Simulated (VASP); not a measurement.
**MnS: relaxation of cell and atoms with PBEsol**

Crystal: MnS.

```xyz
2
Lattice="0.0000 2.4735 2.4735 2.4735 0.0000 2.4735 2.4735 2.4735 0.0000" Properties=species:S:1:pos:R:3 pbc="T T T"
Mn    0.0000    0.0000    0.0000
S     3.7102    3.7102    3.7102
```

```json
{
  "Program": "VASP 6.6.1",
  "Task": "relaxation of cell and atoms",
  "Functional": "PBEsol",
  "Potentials or basis": "VASP PAW PBE potentials, release 64 (Mn_pv, S)",
  "Cutoff": "600 eV",
  "k mesh": "9 × 9 × 9",
  "Occupations": "fermi-dirac, width 0.05 eV",
  "Spin": "collinear spin, ferromagnetic start",
  "Starting moments": "[4.0, 0.0] μB",
  "Dipole correction": "no",
  "Further INCAR settings": "ALGO = Normal; EDIFF = 1e-06; IBRION = 2; EDIFFG = -0.01; NSW = 60; ISIF = 3"
}
```

```
Relaxed volume                                        : 14.84 Å³/atom
Relaxed cell                                          : a = 3.475 Å, b = 3.475 Å, c = 3.475 Å, α = 60.00°, β = 60.00°, γ = 60.00°
Space group after relaxing (to 0.05 Å)                : F-43m (No. 216)
Energy gained by relaxing                             : 2.6 meV/atom
Ionic steps                                           : 3
Pressure after relaxing                               : 0.0 GPa
Net moment                                            : 0.21 μB per cell
Site moments                                          : Mn +0.20; S -0.01 μB
Valence electrons inside the program's atomic spheres : Mn 12.09; S 3.73
```

The path:
```
step  energy change (eV)  largest force (eV/Å)  pressure (GPa)  volume (Å³)
   1              0.0000                0.0000           -2.75        30.27
   2             -0.0005                0.0000            2.85        29.14
   3             -0.0052                0.0000            0.01        29.68
```

Final structure:
```xyz
2
Lattice="0.0000 2.4574 2.4574 2.4574 0.0000 2.4574 2.4574 2.4574 0.0000" Properties=species:S:1:pos:R:3 pbc="T T T"
Mn    0.0000    0.0000    0.0000
S     3.6861    3.6861    3.6861
```

Levels at points of the mesh, in eV from the Fermi level:
Spin up:
```
           k point  band 6  band 7  band 8  band 9  band 10  band 11  band 12  band 13  band 14  band 15
(0.00, 0.00, 0.00)   -4.78   -4.78   -0.88   -0.88     3.78     3.78     3.78     3.81     7.95     7.95
```
Spin down:
| k point | band 5 | band 6 | band 7 | band 8 | band 9 | band 10 | band 11 | band 12 | band 13 | band 14 |
| --- | --- | --- | --- | --- | --- | --- | --- | --- | --- | --- |
| (0.00, 0.00, 0.00) | -4.73 | -4.73 | -4.73 | -0.66 | -0.66 | 3.83 | 3.86 | 3.86 | 3.86 | 8.00 |

It took 2.4 min on 1 thread of Intel(R) Xeon(R) Platinum 8375C CPU @ 2.90GHz (Ice Lake) (shared host), peak memory 0.19 GiB.

Caveat: the PAW data sets were made with another functional, which shifts forces and pressure a little; the moment fell far below its start of 4 μB, so a state of higher moment may lie lower in energy; semilocal functionals often make such compounds metallic where correlation or magnetic order opens a gap, which also shifts bond lengths. With open d or f shells a metallic result of PBEsol can be an artefact of self-interaction; +U or a hybrid may open a gap.
